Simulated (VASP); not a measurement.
Set up this calculation in VASP 6.6.1, as the native input.

```yaml
Task: relaxation of cell and atoms
Functional: PBEsol
Potentials_or_basis: VASP PAW PBE potentials, release 64 (Ti_sv, Al)
Cutoff: 600 eV
k_mesh: 18 × 18 × 6
Occupations: gaussian, width 0.1 eV
Spin: no spin polarisation
Dipole_correction: no
Further_INCAR_settings: ALGO = Fast; EDIFF = 1e-06; IBRION = 2; EDIFFG = -0.005; NSW = 100; ISIF = 3
```

The structure of Ti3Al lies in POSCAR:

```
Ti3Al
1.0
    2.9275422229      0.0000000000      0.0000000000
   -1.4637711114      2.5353259357      0.0000000000
    0.0000000000      0.0000000000      9.2263620000
Ti Al
3 1
Direct
    0.6666666700      0.3333333300      0.0000000000
    0.3333333300      0.6666666700      0.7505940000
    0.3333333300      0.6666666700      0.2494060000
    0.6666666700      0.3333333300      0.5000000000
```

One way to write it, as run:

INCAR

```
  PREC = Accurate
  ENCUT = 600
  EDIFF = 1E-6
  ISMEAR = 0
  SIGMA = 0.1
  LREAL = F
  LASPH = T
  NELM = 60
  ALGO = Fast
  ISIF = 3
  LWAVE = F
  LCHARG = F
  GGA = PS
  IBRION = 2
  NSW = 100
  EDIFFG = -0.005
```

KPOINTS

```
regular mesh
0
Gamma
  18 18 6
```

Potentials or basis: VASP PAW PBE potentials, release 64 (Ti_sv, Al).

Command:

```bash
$ cat potpaw_PBE.64/Ti_sv/POTCAR potpaw_PBE.64/Al/POTCAR > POTCAR
$ mpirun -np 1 vasp_std > vasp.out
```

Results of the run:

The relaxed volume is 16.57 Å³/atom. The relaxed cell is a = 2.894 Å, b = 2.894 Å, c = 9.136 Å, α = 90.00°, β = 90.00°, γ = 120.00°, the space group after relaxing (to 0.1 Å) is P-6m2 (No. 187) and the energy gained by relaxing is 6.4 meV/atom. The ionic steps are 15, the pressure after relaxing is 0.0 GPa and the band gap on the k mesh is zero (an odd number of electrons rules out a gap without spin polarisation).

Caveat: the PAW data sets were made with another functional, which shifts forces and pressure a little.

It took 31 min on 1 thread of Intel(R) Xeon(R) 6975P-C (Granite Rapids), on a shared host, peak memory 0.41 GiB.
